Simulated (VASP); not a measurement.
# Y (Im-3m) in VASP: further runs

Runs on Y. Level: RPBE. Tasks: single point.

All numbers are computed with VASP 6.6.1; they aren't measurements. Logs are shortened: lines on timing, memory, paths and dates and some standing lists are left out, and cuts for length are marked.

## (1) The cell of the first run

Symmetry: Im-3m, No. 229, cubic system. Conventional cell: a = 3.929 Å, b = 3.929 Å, c = 3.929 Å, α = 90.00°, β = 90.00°, γ = 90.00°. Within 4.5 Å of Y (site symmetry m-3m) lie 14 Y at 3.40 to 3.93 Å.

## (2) Single point, RPBE (volume scaled by 0.88)

Contents of INCAR:

```
  PREC = Accurate
  ENCUT = 520
  EDIFF = 1E-6
  ISMEAR = -1
  SIGMA = 0.1
  LREAL = F
  LASPH = T
  NELM = 80
  ALGO = Normal
  ISIF = 2
  LWAVE = F
  LCHARG = T
  GGA = RP
  LELF = T
  LVHAR = T
  NBANDS = 12
```

Contents of KPOINTS:

```
Automatic mesh
0
Gamma
  12 12 12
```

Contents of POSCAR:

```
Y
1.0
   -1.9643610234      1.9643610234      1.9643610234
    1.9643610234     -1.9643610234      1.9643610234
    1.9643610234      1.9643610234     -1.9643610234
Y
1
Direct
    0.0000000000      0.0000000000      0.0000000000
```

Potentials or basis: VASP PAW PBE potentials, release 64 (Y_sv).

The run is started by

```
$ cat potpaw_PBE.64/Y_sv/POTCAR > POTCAR
$ mpirun -np 1 vasp_std > vasp.out
```

OUTCAR:

```text
PREC = Accurate
   ENCUT = 520
   EDIFF = 1E-6
   ISMEAR = -1
   LREAL = F
   LASPH = T
   NELM = 80
   ISIF = 2
   GGA = RP

 ion  position               nearest neighbor table
   1  0.000  0.000  0.000-

  LATTYP: Found a body centered cubic cell.
 ALAT       =     3.9287220468

  Lattice vectors:

 A1 = (  -1.9643610234,   1.9643610234,   1.9643610234)
 A2 = (   1.9643610234,  -1.9643610234,   1.9643610234)
 A3 = (   1.9643610234,   1.9643610234,  -1.9643610234)

Analysis of symmetry for initial positions (statically):
=====================================================================
 Subroutine PRICEL returns:
 Original cell was already a primitive cell.

 Routine SETGRP: Setting up the symmetry group for a
 body centered cubic supercell.

 Subroutine GETGRP returns: Found 48 space group operations
 (whereof 48 operations were pure point group operations)
 out of a pool of 48 trial point group operations.

The static configuration has the point symmetry O_h .

Analysis of symmetry for dynamics (positions and initial velocities):
=====================================================================
 Subroutine PRICEL returns:
 Original cell was already a primitive cell.

 Routine SETGRP: Setting up the symmetry group for a
 body centered cubic supercell.

 Subroutine GETGRP returns: Found 48 space group operations
 (whereof 48 operations were pure point group operations)
 out of a pool of 48 trial point group operations.

The dynamic configuration has the point symmetry O_h .

 Subroutine INISYM returns: Found 48 space group operations
 (whereof 48 operations are pure point group operations),
 and found     1 'primitive' translations

----------------------------------------------------------------------------------------

                                     Primitive cell

  volume of cell :      30.3196

  direct lattice vectors                    reciprocal lattice vectors
    -1.964361023  1.964361023  1.964361023     0.000000000  0.254535696  0.254535696
     1.964361023 -1.964361023  1.964361023     0.254535696  0.000000000  0.254535696
     1.964361023  1.964361023 -1.964361023     0.254535696  0.254535696  0.000000000

  length of vectors
     3.402373097  3.402373097  3.402373097     0.359967833  0.359967833  0.359967833

  position of ions in fractional coordinates (direct lattice)
     0.000000000  0.000000000  0.000000000

  ion indices of the primitive-cell ions
   primitive index   ion index
                 1           1

----------------------------------------------------------------------------------------

 KPOINTS: Automatic mesh

Automatic generation of k-mesh.
 Grid dimensions read from file:
 generate k-points for:   12   12   12

 Generating k-lattice:

  Cartesian coordinates                     Fractional coordinates (reciprocal lattice)
     0.000000000  0.021211308  0.021211308     0.083333333  0.000000000  0.000000000
     0.021211308  0.000000000  0.021211308     0.000000000  0.083333333  0.000000000
     0.021211308  0.021211308  0.000000000     0.000000000  0.000000000  0.083333333

  Length of vectors
     0.029997319  0.029997319  0.029997319

  Shift w.r.t. Gamma in fractional coordinates (k-lattice)
     0.000000000  0.000000000  0.000000000

 Subroutine IBZKPT returns following result:
 ===========================================

 Found     72 irreducible k-points:

 Following reciprocal coordinates:
            Coordinates               Weight
  0.000000  0.000000  0.000000      1.000000
  0.083333  0.000000  0.000000     12.000000
  0.166667  0.000000  0.000000     12.000000
  0.250000  0.000000  0.000000     12.000000
  0.333333  0.000000  0.000000     12.000000
  0.416667  0.000000  0.000000     12.000000
[... 16 lines left out ...]
  0.333333  0.083333  0.083333     24.000000
  0.416667  0.083333  0.083333     12.000000
 [... further k-points ...]
   k-points           NKPTS =     72   k-points in BZ     NKDIM =     72   number of bands    NBANDS=     12
   number of dos      NEDOS =    301   number of ions     NIONS =      1
   total plane-waves  NPLWV =  21952
   dimension x,y,z NGX =    28 NGY =   28 NGZ =   28
   dimension x,y,z NGXF=    56 NGYF=   56 NGZF=   56
   ions per type =               1
   NGX,Y,Z   is equivalent  to a cutoff of  13.68, 13.68, 13.68 a.u.
   NGXF,Y,Z  is equivalent  to a cutoff of  27.36, 27.36, 27.36 a.u.
 SYSTEM =  unknown system
   PREC   = accura    normal or accurate (medium, high low for compatibility)
   ISTART =      0    job   : 0-new  1-cont  2-samecut
   ICHARG =      2    charge: 1-file 2-atom 10-const
   ISPIN  =      1    spin polarized calculation?
   LNONCOLLINEAR =      F non collinear calculations
   LSORBIT =      F    spin-orbit coupling
   LASPH  =      T    aspherical Exc in radial PAW
   ENCUT  =  520.0 eV  38.22 Ry    6.18 a.u.   6.33  6.33  6.33*2*pi/ulx,y,z
   NELM   =     80;   NELMIN=  2; NELMDL= -5     # of ELM steps
   EDIFF  = 0.1E-05   stopping-criterion for ELM
   LREAL  =      F    real-space projection
   EDIFFG = 0.1E-04   stopping-criterion for IOM
   NSW    =      0    number of steps for IOM
   IBRION =     -1    ionic relax: 0-MD 1-quasi-New 2-CG
   NFREE  =      0    steps in history (QN), initial steepest desc. (CG)
   ISIF   =      2    stress and relaxation
   ISYM   =      2    0-nonsym 1-usesym 2-fastsym
   POTIM  = 0.5000    time-step for ionic-motion
   TEBEG  =    0.0;   TEEND  =   0.0 temperature during run
   PSTRESS=    0.0 pullay stress
   NELECT =      11.0000    total number of electrons
   NUPDOWN=      -1.0000    fix difference up-down
   EMIN   =  10.00;   EMAX   =-10.00  energy-range for DOS
   EFERMI =   0.00;   METHOD = LEGACY
   ISMEAR =    -1;   SIGMA  =   0.10  broadening in eV -4-tet -1-fermi 0-gaus
   EFERMI_NEDOS =   21; number of points for ismear=-14 and -15
   IALGO  =     38    algorithm
   IMIX   =      4    mixing-type and parameters
     AMIX     =   0.40;   BMIX     =  1.00
     AMIX_MAG =   1.60;   BMIX_MAG =  1.00
  volume/ion in A,a.u.               =      30.32       204.61
  Fermi-wavevector in a.u.,A,eV,Ry     =   1.167610  2.206463 18.548997  1.363313
  Thomas-Fermi vector in A             =   2.304108
   LORBIT       =      0    0 simple, 1 ext, 2 COOP (PROOUT), +10 PAW based schemes
   GGA     = RP    functional components
   LHFCALC =     F    Hartree Fock is set to
   AEXX    =    0.0000 exact exchange contribution
   IVDW    =     0    specifies the selected vdW correction
   LEPSILON=     F    determine dielectric tensor
   LRPA    =     F    only Hartree local field effects (RPA)
 non-spin polarized calculation
  energy-cutoff  :      520.00
  volume of cell :       30.32
 maximum number of plane-waves:       856
 NGX is ok and might be reduce to    28
   NGX = 13   NGY = 13   NGZ = 13

 number of electron      10.9999999 magnetization

 Free energy of the ion-electron system (eV)
  ---------------------------------------------------
  ext. energy  EPLUGINS =         0.00000000
  ---------------------------------------------------
  free energy    TOTEN  =        -5.97084684 eV

  energy without entropy =       -5.89678314  energy(sigma->0) =       -5.93381499

 E-fermi :   3.6435     XC(G=0):  -9.6498

 val. band max:        3.6340451026   @ k =  -0.4167  -0.4167   0.0833
 cond. band min:       3.6529683413   @ k =   0.4167   0.0833   0.0833
 fundamental gap:      0.0189232387
 Fermi energy:         3.6435404188

 k-point     1 :       0.0000    0.0000    0.0000
  band No.  band energies     occupation
      1     -39.0581      2.00000
      2     -18.6931      2.00000
      3     -18.6931      2.00000
      4     -18.6931      2.00000
      5      -1.2872      2.00000
      6       5.4266      0.00000
      7       5.4266      0.00000
      8       5.4266      0.00000
      9       7.4775      0.00000
     10       7.4775      0.00000
     11      14.1722      0.00000
     12      14.1722      0.00000

 k-point     2 :       0.0833    0.0000    0.0000
  band No.  band energies     occupation
      1     -39.0518      2.00000
      2     -18.7437      2.00000
      3     -18.7085      2.00000
      4     -18.6935      2.00000
      5      -1.0904      2.00000
      6       5.2788      0.00000
      7       5.3531      0.00000
      8       5.6178      0.00000
      9       7.2564      0.00000
     10       7.4719      0.00000
     11      14.3590      0.00000
     12      14.5475      0.00000

 k-point     3 :       0.1667    0.0000    0.0000
  band No.  band energies     occupation
      1     -39.0347      2.00000
      2     -18.8791      2.00000
      3     -18.7501      2.00000
      4     -18.6944      2.00000
      5      -0.5383      2.00000
      6       4.9148      0.00001
      7       5.0233      0.00000
      8       6.1795      0.00000
      9       7.0182      0.00000
     10       7.4863      0.00000
     11      14.6610      0.00000
     12      15.5860      0.00000
[... 286 lines left out ...]
 k-point    23 :       0.3333    0.0833    0.0833
  band No.  band energies     occupation
      1     -38.9678      2.00000
      2     -19.3213      2.00000
      3     -18.9269      2.00000
      4     -18.7434      2.00000
      5       1.8253      2.00000
      6       3.7203      0.63410
      7       4.1135      0.01803
      8       7.6170      0.00000
      9       8.0795      0.00000
     10       9.9238      0.00000
     11      12.2869      0.00000
     12      12.8442      0.00000

 k-point    24 :       0.4167    0.0833    0.0833
  band No.  band energies     occupation
      1     -38.9621      2.00000
      2     -19.3516      2.00000
      3     -18.9493      2.00000
      4     -18.7449      2.00000
      5       1.9230      2.00000
      6       3.6530      0.95290
      7       4.3454      0.00179
      8       7.6280      0.00000
      9       8.1748      0.00000
     10      10.4644      0.00000
     11      11.6887      0.00000
     12      12.5223      0.00000

 [... further k-points ...]
[... 5 lines left out ...]
  --------------------------------------------------------------------------------------
  -------------------------------------------------------------------------------------
  Total        1.0313093      1.0313093      1.0313093      0.0000000      0.0000000      0.0000000
  in kB       54.4973746     54.4973746     54.4973746      0.0000000      0.0000000      0.0000000
  external PRESSURE =      54.4973746 kB  Pullay stress =       0.0000000 kB

 VOLUME and BASIS-vectors are now :
 -----------------------------------------------------------------------------
  energy-cutoff  :      520.00
  volume of cell :       30.32
      direct lattice vectors                 reciprocal lattice vectors
    -1.964361023  1.964361023  1.964361023     0.000000000  0.254535696  0.254535696
     1.964361023 -1.964361023  1.964361023     0.254535696  0.000000000  0.254535696
     1.964361023  1.964361023 -1.964361023     0.254535696  0.254535696  0.000000000

 POSITION                                       TOTAL-FORCE (eV/Angst)
 -----------------------------------------------------------------------------------
      0.00000      0.00000      0.00000         0.000000      0.000000      0.000000
 -----------------------------------------------------------------------------------
    total drift:                               -0.000000     -0.000000     -0.000000

  FREE ENERGIE OF THE ION-ELECTRON SYSTEM (eV)
  ---------------------------------------------------
  free  energy   TOTEN  =        -5.9708468354 eV

  energy  without entropy=       -5.8967831423  energy(sigma->0) =       -5.93381499
```

Run time: 28 s. Hardware: 1 thread of Intel Xeon Platinum 8375C at 2.90GHz (Ice Lake), shared host; peak memory 0.19 GiB.

What came out:

| Quantity | Value |
| --- | --- |
| Free energy | -5.9708 eV |
| Pressure | 5.4 GPa |

Caveat: the PAW data sets were made with another functional, which shifts forces and pressure a little.

## (3) Single point, RPBE (volume scaled by 0.92)

Contents of INCAR:

```
SYSTEM = Y
PREC = Accurate
ENCUT = 520
EDIFF = 1E-6
ISMEAR = -1
SIGMA = 0.1
LREAL = .FALSE.
LASPH = .TRUE.
NELM = 80
ALGO = Normal
ISIF = 2
LWAVE = .FALSE.
LCHARG = .FALSE.
GGA = RP
NBANDS = 12
```

Contents of KPOINTS:

```
regular mesh
0
G
  12 12 12
  0 0 0
```

Contents of POSCAR:

```
Y
1.0
   -1.9936841678      1.9936841678      1.9936841678
    1.9936841678     -1.9936841678      1.9936841678
    1.9936841678      1.9936841678     -1.9936841678
Y
1
Direct
    0.0000000000      0.0000000000      0.0000000000
```

Potentials or basis: VASP PAW PBE potentials, release 64 (Y_sv).

The run is started by

```
$ cat potpaw_PBE.64/Y_sv/POTCAR > POTCAR
$ mpirun -np 1 vasp_std > vasp.out
```

Wall time 27 s (1 thread of Intel Xeon Platinum 8375C at 2.90GHz (Ice Lake), shared host); peak memory 0.18 GiB.

It converged, with:

```yaml
Free_energy: -6.0083 eV
Pressure: 3.3 GPa
```

Levels at points of the mesh, in eV from the Fermi level:
| k point | band 2 | band 3 | band 4 | band 5 | band 6 | band 7 | band 8 | band 9 |
| --- | --- | --- | --- | --- | --- | --- | --- | --- |
| (0.00, 0.00, 0.00) | -22.48 | -22.48 | -22.48 | -4.86 | 1.74 | 1.74 | 1.74 | 3.69 |
| (0.50, 0.00, 0.00) | -23.09 | -22.68 | -22.49 | -2.04 | 0.18 | 0.82 | 3.66 | 4.31 |
| (0.50, 0.50, 0.50) | -22.90 | -22.90 | -22.90 | -1.56 | -1.56 | 5.48 | 5.48 | 5.48 |

Caveat: the PAW data sets were made with another functional, which shifts forces and pressure a little.
